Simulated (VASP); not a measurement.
Al3FeCo2: single point with PBE

Crystal: Al3FeCo2.

```
Al Fe Co
1.0
     3.99830    0.00000    0.00000
    -1.99915    3.46263    0.00000
     0.00000    0.00000    4.89403
Al Fe Co
3 1 2
Cartesian
  0.0000 0.0000 0.0000
  1.9992 1.1542 1.6364
  0.0000 2.3084 3.2577
  0.0000 0.0000 2.4470
  0.0000 2.3084 0.8096
  1.9992 1.1542 4.0844
```

```json
{
  "Program": "VASP 6.6.1",
  "Task": "single point",
  "Functional": "PBE",
  "Potentials or basis": "VASP PAW PBE potentials, release 64 (Al, Fe, Co)",
  "Cutoff": "520 eV",
  "k mesh": "12 × 12 × 8",
  "Occupations": "gaussian, width 0.1 eV",
  "Spin": "no spin polarisation",
  "Dipole correction": "no",
  "Further INCAR settings": "ALGO = Fast; EDIFF = 1e-06; NBANDS = 26"
}
```

The pressure is 5.8 GPa. The largest force is 0.011 eV/Å and the band gap on the k mesh is zero (an odd number of electrons rules out a gap without spin polarisation).

Forces in eV/Å, atoms in the order of the input:
```
Al   0.000  0.000  0.000
Al   0.000  0.000 -0.003
Al   0.000  0.000  0.003
Fe   0.000  0.000  0.000
Co   0.000  0.000 -0.011
Co   0.000  0.000  0.011
```

Levels at points of the mesh, in eV from the Fermi level:
```csv
k point,band 14,band 15,band 16,band 17,band 18,band 19,band 20,band 21,band 22,band 23
"(0.00, 0.00, 0.00)",-0.57,-0.57,-0.22,-0.22,-0.17,3.21,3.21,3.45,3.45,5.30
"(0.50, 0.00, 0.00)",-1.16,-0.90,-0.84,-0.66,-0.50,0.43,1.58,1.97,3.21,4.27
"(0.00, 0.00, 0.50)",-0.59,-0.59,0.45,0.45,2.89,2.89,2.90,4.21,4.21,4.41
"(0.50, 0.00, 0.50)",-1.09,-0.99,-0.68,-0.53,-0.12,0.87,1.70,2.05,3.75,4.20
```

Wall time 6.8 min on 1 thread of Intel Xeon 8259CL (shared host), peak memory 0.35 GiB.

Caveat: the cell stands under pressure; the run has no spin polarisation, though such a crystal can be magnetic. Spin polarisation is off, so any magnetic state and its effect on volume and gap are missing.
